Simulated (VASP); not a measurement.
# AlNi3 (Pm-3m) in VASP: notebook, part 2 of 2

VASP 6.6.1.

## (4) Single point, PBEsol, collinear spin, ferromagnetic start

This run uses another cell than the first one, of 10.42 Å³/atom.

The input, INCAR:

```
SYSTEM = AlNi3
PREC     = Accurate       ! precision mode
ENCUT    = 520            ! plane-wave cutoff, eV
EDIFF    = 1E-6           ! SCF threshold, eV
ISMEAR   = -1             ! smearing method
SIGMA    = 0.05           ! smearing width, eV
LREAL    = .False.        ! projectors in reciprocal space
LASPH    = .True.         ! aspherical terms in the spheres
NELM     = 150            ! most SCF steps
ALGO     = Normal         ! electronic algorithm
ISIF     = 2              ! what is computed and relaxed
LWAVE    = .False.        ! write WAVECAR
LCHARG   = .False.        ! write CHGCAR
ISPIN    = 2              ! spin polarisation
MAGMOM   = 1 1 1 0        ! initial moments
LORBIT   = 11             ! projections on sites
LMAXMIX  = 4              ! l up to which the mixer works
GGA      = PS             ! functional
NBANDS   = 28             ! bands
```

The input, KPOINTS:

```
Automatic mesh
0
Gamma
  8 8 8
  0 0 0
```

The input, POSCAR:

```
AlNi3
1.0
    3.4671608866      0.0000000000      0.0000000000
    0.0000000000      3.4671608866      0.0000000000
    0.0000000000      0.0000000000      3.4671608866
Ni Al
3 1
Direct
    0.5000000000      0.5000000000      0.0000000000
    0.5000000000      0.0000000000      0.5000000000
    0.0000000000      0.5000000000      0.5000000000
    0.0000000000      0.0000000000      0.0000000000
```

Potentials or basis: VASP PAW PBE potentials, release 64 (Ni, Al).

The run is started by

```
$ cat potpaw_PBE.64/Ni/POTCAR potpaw_PBE.64/Al/POTCAR > POTCAR
$ mpirun -np 1 vasp_std > vasp.out
```

OUTCAR:

```text
SYSTEM = AlNi3
   PREC = Accurate
   ENCUT = 520
   EDIFF = 1E-6
   ISMEAR = -1
   LREAL = .False.
   LASPH = .True.
   NELM = 150
   ISIF = 2
   ISPIN = 2
   LORBIT = 11
   GGA = PS

 ion  position               nearest neighbor table
   1  0.500  0.500  0.000-   2 2.45   3 2.45   4 2.45   2 2.45   3 2.45   2 2.45   4 2.45   2 2.45
                             3 2.45   4 2.45   3 2.45   4 2.45
   2  0.500  0.000  0.500-   1 2.45   3 2.45   4 2.45   1 2.45   4 2.45   1 2.45   3 2.45   1 2.45
                             3 2.45   4 2.45   4 2.45   3 2.45
   3  0.000  0.500  0.500-   1 2.45   2 2.45   4 2.45   1 2.45   4 2.45   2 2.45   4 2.45   4 2.45
                             1 2.45   2 2.45   1 2.45   2 2.45
   4  0.000  0.000  0.000-   1 2.45   2 2.45   3 2.45   2 2.45   3 2.45   1 2.45   3 2.45   3 2.45
                             1 2.45   2 2.45   2 2.45   1 2.45

  LATTYP: Found a simple cubic cell.
[... 1723 lines left out ...]
 -----------------------------------------------------------------------------------
      1.73358      1.73358      0.00000         0.000000      0.000000      0.000000
      1.73358      0.00000      1.73358         0.000000      0.000000      0.000000
      0.00000      1.73358      1.73358         0.000000      0.000000      0.000000
      0.00000      0.00000      0.00000         0.000000      0.000000      0.000000
 -----------------------------------------------------------------------------------
    total drift:                                0.000000      0.000000      0.000000

  FREE ENERGIE OF THE ION-ELECTRON SYSTEM (eV)
  ---------------------------------------------------
  free  energy   TOTEN  =       -24.2451474946 eV

  energy  without entropy=      -24.2132211287  energy(sigma->0) =      -24.22918431

 total charge

# of ion       s       p       d       tot
------------------------------------------
    1        0.533   0.596   8.423   9.553
    2        0.533   0.596   8.423   9.553
    3        0.533   0.596   8.423   9.553
    4        0.416   0.425   0.000   0.842
--------------------------------------------------
tot          2.016   2.214  25.270  29.500

 magnetization (x)

# of ion       s       p       d       tot
------------------------------------------
    1       -0.002  -0.007   0.205   0.196
    2       -0.002  -0.007   0.205   0.196
    3       -0.002  -0.007   0.205   0.196
    4       -0.001  -0.006   0.000  -0.007
--------------------------------------------------
tot         -0.007  -0.026   0.614   0.581
```

OSZICAR:

```text
N       E                     dE             d eps       ncg     rms          rms(c)
DAV:   1     0.195436673813E+03    0.19544E+03   -0.14057E+04  4040   0.156E+03
DAV:   2    -0.159098675102E+02   -0.21135E+03   -0.19554E+03  3928   0.298E+02
DAV:   3    -0.287210689398E+02   -0.12811E+02   -0.12055E+02  4348   0.912E+01
DAV:   4    -0.289522779805E+02   -0.23121E+00   -0.23087E+00  4524   0.118E+01
DAV:   5    -0.289604967443E+02   -0.82188E-02   -0.82181E-02  4584   0.198E+00    0.225E+01
DAV:   6    -0.291641608152E+02   -0.20366E+00   -0.34533E+01  4572   0.106E+02    0.203E+01
DAV:   7    -0.243447069745E+02    0.48195E+01   -0.12123E+01  4656   0.570E+01    0.303E+00
DAV:   8    -0.242729671345E+02    0.71740E-01   -0.20839E-01  4744   0.350E+00    0.143E+00
DAV:   9    -0.242459560766E+02    0.27011E-01   -0.13768E-02  5684   0.149E+00    0.625E-01
DAV:  10    -0.242445771753E+02    0.13789E-02   -0.14135E-03  4536   0.356E-01    0.212E-01
DAV:  11    -0.242448751558E+02   -0.29798E-03   -0.38116E-04  5272   0.282E-01    0.172E-01
DAV:  12    -0.242450506369E+02   -0.17548E-03   -0.14000E-04  5392   0.190E-01    0.862E-02
DAV:  13    -0.242451274022E+02   -0.76765E-04   -0.59654E-05  5232   0.114E-01    0.594E-02
DAV:  14    -0.242451454535E+02   -0.18051E-04   -0.39370E-05  4892   0.110E-01    0.108E-02
DAV:  15    -0.242451472716E+02   -0.18180E-05   -0.72086E-06  4064   0.232E-02    0.535E-03
DAV:  16    -0.242451474946E+02   -0.22305E-06   -0.11573E-07  2164   0.397E-03
   1 F= -.24245147E+02 E0= -.24229184E+02  d E =-.319264E-01  mag=     0.5598
```

stdout:

```text
POSCAR found type information on POSCAR NiAl
 POSCAR found :  2 types and       4 ions
 scaLAPACK will be used
 -----------------------------------------------------------------------------
|                                                                             |
|                                                                             |
|     You enforced a specific xc type in the INCAR file but a different       |
|     I HOPE YOU KNOW WHAT YOU ARE DOING!                                     |
|                                                                             |
 -----------------------------------------------------------------------------

 LDA part: xc-table for (Slater+PW92), standard interpolation
 POSCAR, INCAR and KPOINTS ok, starting setup
 FFT: planning ... GRIDC
 FFT: planning ... GRID_SOFT
 FFT: planning ... GRID
 WAVECAR not read
 entering main loop
```

It took 39 s on 1 thread of Intel Xeon 6975P-C (Granite Rapids), shared host; peak memory 0.2 GiB.

What came out:

* Free energy: -24.2451 eV
* Pressure: 10.1 GPa
* Net moment: 0.56 μB per cell
* Site moments: Ni +0.20; Al -0.01 μB
* Valence electrons inside the program's atomic spheres: Ni 9.55; Al 0.84

Levels at points of the mesh, in eV from the Fermi level:
Spin up:
```
           k point  band 13  band 14  band 15  band 16  band 17  band 18  band 19  band 20  band 21  band 22
(0.00, 0.00, 0.00)    -0.21     0.02     0.02     0.02     0.89     0.89     0.89     7.02     7.02     8.10
(0.50, 0.00, 0.00)    -1.28    -1.24    -1.09    -0.49     0.02     5.83     5.83     5.94     5.94     6.73
(0.50, 0.50, 0.00)    -1.39    -1.27    -1.01    -1.00    -0.60     1.02     1.02     8.55     8.55     8.80
(0.50, 0.50, 0.50)    -1.38    -1.12    -1.12    -0.33    -0.18    -0.18    -0.18     3.97     4.43     4.43
```
Spin down:
| k point | band 13 | band 14 | band 15 | band 16 | band 17 | band 18 | band 19 | band 20 |
| --- | --- | --- | --- | --- | --- | --- | --- | --- |
| (0.00, 0.00, 0.00) | 0.01 | 0.34 | 0.34 | 0.34 | 0.87 | 0.87 | 0.87 | 7.10 |
| (0.50, 0.00, 0.00) | -1.05 | -1.05 | -0.91 | -0.33 | 0.34 | 5.88 | 5.88 | 5.99 |
| (0.50, 0.50, 0.00) | -1.24 | -1.17 | -0.85 | -0.70 | -0.49 | 1.24 | 1.24 | 8.59 |
| (0.50, 0.50, 0.50) | -1.25 | -0.98 | -0.98 | -0.33 | 0.10 | 0.10 | 0.10 | 4.04 |

Caveat: the cell stands under pressure; the PAW data sets were made with another functional, which shifts forces and pressure a little.

## (5) Single point, PBEsol, collinear spin, ferromagnetic start

This run uses another cell than the first one, of 10.64 Å³/atom.

The input, INCAR:

```
SYSTEM = AlNi3
  ALGO = Normal
  EDIFF = 1E-6
  ENCUT = 520
  GGA = PS
  ISIF = 2
  ISMEAR = -1
  ISPIN = 2
  LASPH = .True.
  LCHARG = .False.
  LMAXMIX = 4
  LORBIT = 11
  LREAL = .False.
  LWAVE = .False.
  MAGMOM = 1 1 1 0
  NBANDS = 28
  NELM = 150
  PREC = Accurate
  SIGMA = 0.05
```

The input, KPOINTS:

```
k-points
0
Gamma
  8 8 8
  0 0 0
```

The input, POSCAR:

```
AlNi3
1.0
    3.4916726637      0.0000000000      0.0000000000
    0.0000000000      3.4916726637      0.0000000000
    0.0000000000      0.0000000000      3.4916726637
Ni Al
3 1
Direct
    0.5000000000      0.5000000000      0.0000000000
    0.5000000000      0.0000000000      0.5000000000
    0.0000000000      0.5000000000      0.5000000000
    0.0000000000      0.0000000000      0.0000000000
```

The run is started by

```
$ cat potpaw_PBE.64/Ni/POTCAR potpaw_PBE.64/Al/POTCAR > POTCAR
$ mpirun -np 1 vasp_std > vasp.out
```

Wall time 37 s (1 thread of Intel Xeon 6975P-C (Granite Rapids), shared host); peak memory 0.2 GiB.

The run converged. Its results:

| Quantity | Value |
| --- | --- |
| Free energy | -24.2872 eV |
| Pressure | 5.1 GPa |
| Net moment | 0.59 μB per cell |
| Site moments | Ni +0.21; Al -0.01 μB |
| Valence electrons inside the program's atomic spheres | Ni 9.51; Al 0.83 |

Levels at points of the mesh, in eV from the Fermi level:
Spin up:
```
           k point  band 15  band 16  band 17  band 18  band 19  band 20
(0.00, 0.00, 0.00)     0.00     0.00     0.88     0.88     0.88     6.89
(0.50, 0.00, 0.00)    -1.07    -0.48     0.00     5.76     5.76     5.82
(0.50, 0.50, 0.00)    -0.99    -0.99    -0.58     0.97     0.97     8.44
(0.50, 0.50, 0.50)    -1.10    -0.29    -0.19    -0.19    -0.19     3.81
```
Spin down:
```tsv
k point	band 14	band 15	band 16	band 17	band 18	band 19
(0.00, 0.00, 0.00)	0.34	0.34	0.34	0.86	0.86	0.86
(0.50, 0.00, 0.00)	-1.01	-0.88	-0.32	0.34	5.81	5.81
(0.50, 0.50, 0.00)	-1.14	-0.83	-0.67	-0.47	1.20	1.20
(0.50, 0.50, 0.50)	-0.94	-0.94	-0.30	0.10	0.10	0.10
```

Caveat: the cell stands under pressure; the PAW data sets were made with another functional, which shifts forces and pressure a little.

## (6) Single point, PBEsol, collinear spin, ferromagnetic start

This run uses another cell than the first one, of 10.89 Å³/atom.

The input, INCAR:

```
PREC = Accurate
ENCUT = 520
EDIFF = 1E-6
ISMEAR = -1
SIGMA = 0.05
LREAL = False
LASPH = True
NELM = 150
ALGO = Normal
ISIF = 2
LWAVE = False
LCHARG = True
ISPIN = 2
MAGMOM = 1 1 1 0
LORBIT = 11
LMAXMIX = 4
GGA = PS
LELF = True
LVHAR = True
NBANDS = 28
```

The input, KPOINTS:

```
Automatic mesh
0
Gamma
  8 8 8
```

The input, POSCAR:

```
AlNi3
1.0
    3.5189632506      0.0000000000      0.0000000000
    0.0000000000      3.5189632506      0.0000000000
    0.0000000000      0.0000000000      3.5189632506
Ni Al
3 1
Direct
    0.5000000000      0.5000000000      0.0000000000
    0.5000000000      0.0000000000      0.5000000000
    0.0000000000      0.5000000000      0.5000000000
    0.0000000000      0.0000000000      0.0000000000
```

Potentials or basis: VASP PAW PBE potentials, release 64 (Ni, Al).

The run is started by

```
$ cat potpaw_PBE.64/Ni/POTCAR potpaw_PBE.64/Al/POTCAR > POTCAR
$ mpirun -np 1 vasp_std > vasp.out
```

It took 36 s on 1 thread of Intel Xeon 6975P-C (Granite Rapids), shared host; peak memory 0.21 GiB.

It converged, with:

```
Free energy                                           : -24.3034 eV
Pressure                                              : 0.1 GPa
Net moment                                            : 0.62 μB per cell
Site moments                                          : Ni +0.22; Al -0.01 μB
Valence electrons inside the program's atomic spheres : Ni 9.46; Al 0.81
```

Levels at points of the mesh, in eV from the Fermi level:
Spin up:
```tsv
k point	band 13	band 14	band 15	band 16	band 17	band 18	band 19	band 20	band 21	band 22
(0.00, 0.00, 0.00)	-0.23	-0.02	-0.02	-0.02	0.87	0.87	0.87	6.75	6.75	7.64
(0.50, 0.00, 0.00)	-1.23	-1.18	-1.05	-0.48	-0.02	5.68	5.68	5.70	5.70	6.56
(0.50, 0.50, 0.00)	-1.32	-1.22	-0.97	-0.97	-0.57	0.93	0.93	8.32	8.32	8.44
(0.50, 0.50, 0.50)	-1.31	-1.08	-1.08	-0.25	-0.21	-0.21	-0.21	3.65	4.19	4.19
```
Spin down:
| k point | band 14 | band 15 | band 16 | band 17 | band 18 | band 19 |
| --- | --- | --- | --- | --- | --- | --- |
| (0.00, 0.00, 0.00) | 0.33 | 0.33 | 0.33 | 0.85 | 0.85 | 0.85 |
| (0.50, 0.00, 0.00) | -0.98 | -0.85 | -0.30 | 0.33 | 5.73 | 5.73 |
| (0.50, 0.50, 0.00) | -1.10 | -0.80 | -0.64 | -0.45 | 1.17 | 1.17 |
| (0.50, 0.50, 0.50) | -0.91 | -0.91 | -0.26 | 0.10 | 0.10 | 0.10 |

Caveat: the PAW data sets were made with another functional, which shifts forces and pressure a little.

## (7) Overview

```csv
cell,gap on the mesh (eV),pressure (GPa),moment (μB)
"a = 3.388 Å, 4 atoms",none,30.0,0.44
"a = 3.424 Å, 4 atoms",none,20.1,0.50
"a = 3.467 Å, 4 atoms",none,10.1,0.56
"a = 3.492 Å, 4 atoms",none,5.1,0.59
"a = 3.519 Å, 4 atoms",none,0.1,0.62
```

Alike in all rows: task single point; level PBEsol; potentials or basis VASP PAW PBE potentials, release 64 (Ni, Al); spin collinear, ferromagnetic start; k mesh 8 × 8 × 8; cutoff (eV) 520; smearing fermi-dirac 0.05 eV.

Caveats: the PAW data sets were made with another functional, which shifts forces and pressure a little; the cell stands under pressure (at least some runs).

Absolute energies hang on the potentials; compare differences alone.
